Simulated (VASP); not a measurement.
# Si2W (I4/mmm) in VASP: notebook, part 2 of 2

VASP 6.6.1. The steps go on from the part before.

### 3 Single point, LDA (13.67 Å³/atom)

INCAR

```
SYSTEM = Si2W
ALGO     = Normal         ! electronic algorithm
EDIFF    = 1E-6           ! SCF threshold, eV
ENCUT    = 520            ! plane-wave cutoff, eV
ISIF     = 2              ! what is computed and relaxed
ISMEAR   = 0              ! smearing method
LASPH    = .TRUE.         ! aspherical terms in the spheres
LCHARG   = .FALSE.        ! write CHGCAR
LREAL    = .FALSE.        ! projectors in reciprocal space
LWAVE    = .FALSE.        ! write WAVECAR
NBANDS   = 18             ! bands
NELM     = 100            ! most SCF steps
PREC     = Accurate       ! precision mode
SIGMA    = 0.15           ! smearing width, eV
```

KPOINTS

```
k-points
0
G
  20 20 20
  0 0 0
```

POSCAR

```
Si2W
1.0
   -1.6804416489      1.6804416489      3.6314344033
    1.6804416489     -1.6804416489      3.6314344033
    1.6804416489      1.6804416489     -3.6314344033
Si W
2 1
Direct
    0.3346644983      0.3346644983      0.0000000000
    0.6653355017      0.6653355017      0.0000000000
    0.0000000000      0.0000000000      0.0000000000
```

Potentials or basis: VASP PAW LDA potentials, release 64 (Si, W_sv).

Launch:

```
$ cat potpaw_LDA.64/Si/POTCAR potpaw_LDA.64/W_sv/POTCAR > POTCAR
$ mpirun -np 1 vasp_std > vasp.out
```

OUTCAR:

```text
SYSTEM = Si2W
   EDIFF = 1E-6
   ENCUT = 520
   ISIF = 2
   ISMEAR = 0
   LASPH = .TRUE.
   LREAL = .FALSE.
   NELM = 100
   PREC = Accurate

 ion  position               nearest neighbor table
   1  0.335  0.335  0.000-   2 2.40   3 2.43   3 2.66   3 2.66   3 2.66   3 2.66   2 2.68   2 2.68
                             2 2.68   2 2.68
   2  0.665  0.665  0.000-   1 2.40   3 2.43   3 2.66   3 2.66   3 2.66   3 2.66   1 2.68   1 2.68
                             1 2.68   1 2.68
   3  0.000  0.000  0.000-   1 2.43   2 2.43   2 2.66   1 2.66   2 2.66   2 2.66   2 2.66   1 2.66
                             1 2.66   1 2.66

  LATTYP: Found a body centered tetragonal cell.
 ALAT       =     3.3608832978
 C/A-ratio  =     2.1610000000

  Lattice vectors:

 A1 = (  -1.6804416489,   1.6804416489,   3.6314344033)
 A2 = (   1.6804416489,  -1.6804416489,   3.6314344033)
 A3 = (   1.6804416489,   1.6804416489,  -3.6314344033)

Analysis of symmetry for initial positions (statically):
=====================================================================
 Subroutine PRICEL returns:
 Original cell was already a primitive cell.

 Routine SETGRP: Setting up the symmetry group for a
 body centered tetragonal supercell.

 Subroutine GETGRP returns: Found 16 space group operations
 (whereof 16 operations were pure point group operations)
 out of a pool of 16 trial point group operations.

The static configuration has the point symmetry D_4h.

Analysis of symmetry for dynamics (positions and initial velocities):
=====================================================================
 Subroutine PRICEL returns:
 Original cell was already a primitive cell.

 Routine SETGRP: Setting up the symmetry group for a
 body centered tetragonal supercell.

 Subroutine GETGRP returns: Found 16 space group operations
 (whereof 16 operations were pure point group operations)
 out of a pool of 16 trial point group operations.

The dynamic configuration has the point symmetry D_4h.

[... 114 lines left out ...]
   EFERMI =   0.00;   METHOD = LEGACY
   ISMEAR =     0;   SIGMA  =   0.15  broadening in eV -4-tet -1-fermi 0-gaus
   EFERMI_NEDOS =   21; number of points for ismear=-14 and -15
   IALGO  =     38    algorithm
   IMIX   =      4    mixing-type and parameters
     AMIX     =   0.40;   BMIX     =  1.00
     AMIX_MAG =   1.60;   BMIX_MAG =  1.00
  volume/ion in A,a.u.               =      13.67        92.27
  Fermi-wavevector in a.u.,A,eV,Ry     =   1.330109  2.513542 24.071306  1.769191
  Thomas-Fermi vector in A             =   2.459221
   LORBIT       =      0    0 simple, 1 ext, 2 COOP (PROOUT), +10 PAW based schemes
   GGA     = CA    functional components
   LHFCALC =     F    Hartree Fock is set to
   AEXX    =    0.0000 exact exchange contribution
   IVDW    =     0    specifies the selected vdW correction
   LEPSILON=     F    determine dielectric tensor
   LRPA    =     F    only Hartree local field effects (RPA)
 non-spin polarized calculation
 Gauss-broadening in eV      SIGMA  =   0.15
  energy-cutoff  :      520.00
  volume of cell :       41.02
 maximum number of plane-waves:      1123
   NGX = 17   NGY = 17   NGZ = 17

 number of electron      21.9999998 magnetization

 Free energy of the ion-electron system (eV)
  ---------------------------------------------------
  ext. energy  EPLUGINS =         0.00000000
  ---------------------------------------------------
  free energy    TOTEN  =       -26.78357653 eV

  energy without entropy =      -26.77919726  energy(sigma->0) =      -26.78138690

 E-fermi :  11.3902     XC(G=0): -12.5555

 val. band max:       11.3878833371   @ k =  -0.4500  -0.4500   0.3000
 cond. band min:      11.3933732240   @ k =  -0.4000  -0.4000   0.3500
 fundamental gap:      0.0054898870
 Fermi energy:        11.3901618547

 k-point     1 :       0.0000    0.0000    0.0000
  band No.  band energies     occupation
      1     -61.7981      2.00000
      2     -26.3695      2.00000
      3     -26.3695      2.00000
      4     -26.2609      2.00000
      5      -2.2175      2.00000
      6       5.2105      2.00000
[... 481 lines left out ...]
      5      -0.2097      2.00000
      6       3.7863      2.00000
[... 10 lines left out ...]
     17      18.8142      0.00000
     18      19.6627      0.00000

 [... further k-points ...]
[... 5 lines left out ...]
  --------------------------------------------------------------------------------------
  -------------------------------------------------------------------------------------
  Total       -5.2028602     -5.2028602      9.0804231      0.0000000      0.0000000      0.0000000
  in kB     -203.2205724   -203.2205724    354.6758347      0.0000000      0.0000000      0.0000000
  external PRESSURE =     -17.2551034 kB  Pullay stress =       0.0000000 kB

 VOLUME and BASIS-vectors are now :
 -----------------------------------------------------------------------------
  energy-cutoff  :      520.00
  volume of cell :       41.02
      direct lattice vectors                 reciprocal lattice vectors
    -1.680441649  1.680441649  3.631434403     0.000000000  0.297540828  0.137686640
     1.680441649 -1.680441649  3.631434403     0.297540828  0.000000000  0.137686640
     1.680441649  1.680441649 -3.631434403     0.297540828  0.297540828  0.000000000

 POSITION                                       TOTAL-FORCE (eV/Angst)
 -----------------------------------------------------------------------------------
      0.00000      0.00000      2.43062         0.000000      0.000000      0.190467
      0.00000      0.00000      4.83224         0.000000      0.000000     -0.190467
      0.00000      0.00000      0.00000        -0.000000     -0.000000     -0.000000
 -----------------------------------------------------------------------------------
    total drift:                               -0.000000      0.000000      0.000000

  FREE ENERGIE OF THE ION-ELECTRON SYSTEM (eV)
  ---------------------------------------------------
  free  energy   TOTEN  =       -26.7835765342 eV

  energy  without entropy=      -26.7791972596  energy(sigma->0) =      -26.78138690
```

OSZICAR:

```text
N       E                     dE             d eps       ncg     rms          rms(c)
DAV:   1     0.129347773610E+03    0.12935E+03   -0.10868E+04 23084   0.123E+03
DAV:   2    -0.231365562672E+02   -0.15248E+03   -0.14889E+03 26584   0.320E+02
DAV:   3    -0.276932273226E+02   -0.45567E+01   -0.45072E+01 28644   0.501E+01
DAV:   4    -0.277363812675E+02   -0.43154E-01   -0.43094E-01 27720   0.510E+00
DAV:   5    -0.277368574100E+02   -0.47614E-03   -0.47612E-03 27858   0.571E-01    0.252E+01
DAV:   6    -0.269064721950E+02    0.83039E+00   -0.33561E+00 24944   0.129E+01    0.870E+00
DAV:   7    -0.268099082275E+02    0.96564E-01   -0.18883E-01 24778   0.281E+00    0.448E+00
DAV:   8    -0.267840644098E+02    0.25844E-01   -0.39169E-02 26964   0.145E+00    0.259E-01
DAV:   9    -0.267836870388E+02    0.37737E-03   -0.11121E-03 27176   0.268E-01    0.149E-01
DAV:  10    -0.267835801669E+02    0.10687E-03   -0.16936E-04 27932   0.115E-01    0.314E-02
DAV:  11    -0.267835767123E+02    0.34546E-05   -0.17211E-05 27082   0.311E-02    0.146E-02
DAV:  12    -0.267835765342E+02    0.17812E-06   -0.13623E-06 15828   0.762E-03
   1 F= -.26783577E+02 E0= -.26781387E+02  d E =-.437927E-02
```

It took 2.7 min on 1 thread of Intel Xeon 6975P-C (Granite Rapids), shared host; peak memory 0.51 GiB.

What came out:

```yaml
Free_energy: -26.7836 eV
Pressure: -1.7 GPa
Largest_force: 0.190 eV/Å
Band_gap_on_the_k_mesh: zero (bands 11 and 12 overlap by 0.53 eV)
```

Forces on the atoms (eV/Å):
```
Si   0.000  0.000  0.190
Si   0.000  0.000 -0.190
W    0.000  0.000  0.000
```

Stress tensor (GPa, compression positive):
```
-20.32   0.00   0.00
  0.00 -20.32   0.00
  0.00   0.00  35.47
```

Levels at points of the mesh, in eV from the Fermi level:
```csv
k point,band 9,band 10,band 11,band 12,band 13,band 14
"(0.00, 0.00, 0.00)",-2.82,-1.94,0.17,2.45,2.45,2.46
"(0.50, 0.00, 0.00)",-3.10,-2.28,-0.51,2.12,2.40,4.41
"(0.50, 0.50, 0.00)",-4.89,-2.11,-1.59,2.45,2.45,4.32
"(0.50, 0.50, 0.50)",-1.34,-1.34,-0.11,-0.11,0.48,5.19
```

Caveat: spin-orbit coupling is left out, which moves the levels of the heavy elements.
